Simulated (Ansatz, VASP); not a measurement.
# Cu: VASP beside Ansatz

```xyz
4
Lattice="2.5308 0.0000 0.0000 -1.2654 2.1917 0.0000 0.0000 0.0000 8.2618" Properties=species:S:1:pos:R:3 pbc="T T T"
Cu    1.2654    0.7306    6.1964
Cu    0.0000    0.0000    4.1309
Cu    0.0000    1.4611    2.0655
Cu    0.0000    0.0000    0.0000
```

Alike in both runs: task single point; functional LDA; k mesh 12 × 12 × 4; occupations fermi-dirac, width 0.05 eV; no spin polarisation.

|  | VASP | Ansatz |
| --- | --- | --- |
| version | VASP 6.6.1 | Ansatz 0.2.0 |
| potentials or method | VASP PAW LDA potentials, release 64 (Cu) | Ansatz PAW |
| plane-wave cutoff (eV) | 520 | 420 |
| valence electrons in the cell | 44 | 76 |

VASP gave:

* gap on the k mesh at the Fermi level (eV): none
* pressure (GPa): -7.4
* traceless stress, the component that is largest in VASP (GPa): -0.36

Which values does Ansatz return?

gap on the k mesh at the Fermi level (eV): none; pressure (GPa): -8.3; traceless stress, the component that is largest in VASP (GPa): -0.33.

LDA's correlation is that of Perdew and Zunger in VASP and of Perdew and Wang (1992) in Ansatz. A gap of «none» marks a metal or a gap that the smearing closes. VASP's potentials hold 44 valence electrons a cell and Ansatz's 76, so a difference there can come from the potentials and not from the codes.
